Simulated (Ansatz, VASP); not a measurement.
One calculation of Si, two programs

The input INCAR:

```
SYSTEM = Si
ALGO = Normal
EDIFF = 1E-7
EDIFFG = -0.002
ENCUT = 500
GGA = PS
GGA_COMPAT = .FALSE.
IBRION = 2
ISIF = 3
ISMEAR = 0
LASPH = .TRUE.
LCHARG = .FALSE.
LREAL = .FALSE.
LWAVE = .FALSE.
NELM = 120
NELMIN = 4
NSW = 100
PREC = Accurate
SIGMA = 0.02
```

Contents of KPOINTS:

```
k-points
0
G
  12 12 12
  0 0 0
```

The input POSCAR:

```
Si
1.0
    0.0000000000      2.7167281733      2.7167281733
    2.7167281733      0.0000000000      2.7167281733
    2.7167281733      2.7167281733      0.0000000000
Si
2
Direct
    0.0000000000      0.0000000000      0.0000000000
    0.2500000000      0.2500000000      0.2500000000
```

Input for Ansatz:

```yaml
crystal:
  lattice:
    - [0.0, 2.7167281733, 2.7167281733]
    - [2.7167281733, 0.0, 2.7167281733]
    - [2.7167281733, 2.7167281733, 0.0]
  atoms:
    - { symbol: Si, position: [0.0, 0.0, 0.0] }
    - { symbol: Si, position: [0.25, 0.25, 0.25] }
basis:
  ecutwfc: 420
kpoints:
  mp_grid: { grid: [12, 12, 12] }
hamiltonian:
  xc: pbesol
  pseudopotentials: { kind: paw, azcp: { folder: soft_1 } }
scf:
  occupations: { method: gaussian, width: 0.02 }
output:
  forces: true
  stress: true
  eigenvalues: true
  write_density: true
  write_potential: true
  elf: true
  volumetric_format: npy
relax:
  adjacent_minimum: "off"
  f_tol: 0.002
  max_steps: 80
  cell: { stress_tol: 0.02 }
```

Alike in both runs: task relaxation of cell and atoms; functional PBEsol; k mesh 12 × 12 × 12; occupations gaussian, width 0.02 eV; no spin polarisation.

```csv
,VASP,Ansatz
version,VASP 6.6.1,Ansatz 0.2.0
potentials or method,"VASP PAW PBE potentials, release 64 (Si), cutoff 500 eV","scalar-relativistic, plane waves, PAW"
valence electrons in the cell,8,8
```

Ansatz gave:

- gap on the k mesh at the Fermi level, each at its own relaxed structure (eV): 0.47
- relaxed volume (Å³/atom): 20.05
- relaxed cell length with the largest relative difference (Å): 3.842

Question: Estimate VASP's values.

Answer: gap on the k mesh at the Fermi level, each at its own relaxed structure (eV): 0.46; relaxed volume (Å³/atom): 20.07; relaxed cell length with the largest relative difference (Å): 3.844.

VASP's potentials were made for PBE, not for PBEsol, and Ansatz warns of the same on its side.
